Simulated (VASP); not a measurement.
Crystal: MgO.

```xyz
4
Lattice="3.3869 0.0000 0.0000 -1.6934 2.9331 0.0000 0.0000 0.0000 5.1854" Properties=species:S:1:pos:R:3 pbc="T T T"
Mg    0.0000    1.9554   -0.0451
Mg    1.6934    0.9777    2.5476
O     0.0000    1.9554    1.9896
O     1.6934    0.9777    4.5823
```

This cell differs from its parent crystal: strain +3.0%.

Base run:

```yaml
Program: VASP 6.6.1
Functional: PBE
Potentials_or_basis: VASP PAW PBE potentials, release 64 (Mg, O)
Cutoff: 520 eV
k_mesh: 12 × 12 × 6
Occupations: fermi-dirac, width 0.02 eV
Spin: no spin polarisation
```

Its results: band gap on the k mesh 3.09 eV, direct; pressure -6.2 GPa.

Q: The run is repeated on the same cell with these changes: functional from PBE to r2SCAN; occupations from fermi-dirac, width 0.02 eV to gaussian, width 0.01 eV. What comes out?

A: Band gap on the k mesh 3.73 eV, direct; pressure -10.0 GPa.

Caveats: the PAW data sets were made with another functional, which shifts forces and pressure a little (some runs).

A k mesh can miss the band edges.
